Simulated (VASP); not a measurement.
A run of VASP 6.6.1:

Contents of INCAR:

```
SYSTEM = Au
  PREC = Accurate
  ENCUT = 600
  EDIFF = 1E-6
  ISMEAR = -1
  SIGMA = 0.1
  LREAL = .FALSE.
  LASPH = .TRUE.
  NELM = 100
  ALGO = Normal
  ISIF = 3
  LWAVE = .FALSE.
  LCHARG = .FALSE.
  IBRION = 2
  NSW = 80
  EDIFFG = -0.01
  ISYM = 0
```

The input KPOINTS:

```
regular mesh
0
G
  13 13 9
  0 0 0
```

POSCAR

```
Au
1.0
   -2.5357611069      2.5357611069      1.3845255643
    2.5357611069     -2.5357611069      1.3845255643
    2.5357611069      2.5357611069     -1.3845255643
Au
2
Direct
    0.0000000000      0.0000000000      0.0000000000
    0.7500000000      0.2500000000      0.5000000000
```

Potentials or basis: VASP PAW LDA potentials, release 64 (Au).

Launch:

```console
$ cat potpaw_LDA.64/Au/POTCAR > POTCAR
$ mpirun -np 1 vasp_std > vasp.out
```

Hardware: 1 thread of Oxide Virtual Turin-like Processor, on a shared host.

Q: Estimate the wall time of this run.

A: Run time: 28 min on 1 thread of Oxide Virtual Turin-like Processor (shared host), peak memory 0.49 GiB. Counts: scf iterations 56, k points 761, ion steps 8.
